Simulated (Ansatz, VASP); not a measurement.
# Two plane-wave programs on Pb

```
CELL_PARAMETERS angstrom
0.00000 2.66738 2.56859
2.66738 0.00000 2.56859
2.66738 2.66738 0.00000
ATOMIC_POSITIONS crystal
Pb 0.00000 0.00000 0.00000
```

Change from the starting cell: strain +0.080 along x and y, +0.040 along z, atoms carried along.

Alike in both runs: task single point; functional PBE; k mesh 16 × 16 × 16; occupations gaussian, width 0.15 eV; no spin polarisation.

```csv
,VASP,Ansatz
version,VASP 6.6.1,Ansatz 0.2.0
potentials or method,"VASP PAW PBE potentials, release 64 (Pb_d), cutoff 520 eV","scalar-relativistic, plane waves, PAW"
valence electrons in the cell,14,14
```

|  | VASP | Ansatz | Ansatz less VASP |
| --- | --- | --- | --- |
| gap on the k mesh at the Fermi level (eV) | none | none | - |
| pressure (GPa) | -3.9 | -3.8 | +0.05 |
| traceless stress, the component that is largest in VASP (GPa) | 0.23 | 0.23 | 0.000 |

A gap of «none» marks a metal or a gap that the smearing closes. With one functional, cell and mesh, what is left measures potentials, basis and numerics.

Spin-orbit coupling is off throughout.
